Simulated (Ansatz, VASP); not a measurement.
## BP: VASP beside Ansatz

```xyz
12
Lattice="-3.4114 3.7446 2.9012 3.4114 -3.7446 2.9012 3.4114 3.7446 -2.9012" Properties=species:S:1:pos:R:3 pbc="T T T"
B     2.7041    2.6050    0.0000
B     2.7041   -2.6050    2.9012
B     0.7073    6.3495    0.0000
B     0.7073    1.1396    2.9012
B     0.0000    3.7446    1.4506
B     3.4114    0.0000    1.4506
P     0.7160    2.6179    0.0000
P     4.1274    1.1266    0.0000
P     0.0000    0.0000    1.4506
P     0.0000    0.0000    4.3518
P    -0.7160    2.6179    2.9012
P     2.6953    1.1266    2.9012
```

Alike in both runs: functional PBE; k mesh 8 × 8 × 8; occupations gaussian, width 0.1 eV; no spin polarisation.

Ansatz relaxed the structure, and its values are those at the end. VASP's run is a single point on that final structure, the one shown.

|  | VASP | Ansatz |
| --- | --- | --- |
| version | VASP 6.6.1 | Ansatz 0.2.0 |
| potentials or method | VASP PAW PBE potentials, release 64 (B, P), cutoff 520 eV | scalar-relativistic, plane waves, PAW |
| valence electrons in the cell | 48 | 48 |

```tsv
	VASP	Ansatz	Ansatz less VASP
gap on the k mesh at the Fermi level (eV)	none	none	-
pressure (GPa)	-0.2	0.0	+0.21
rms of the force components (eV/Å)	0.005	0.002	-0.0027
```

A gap of «none» marks a metal or a gap that the smearing closes.
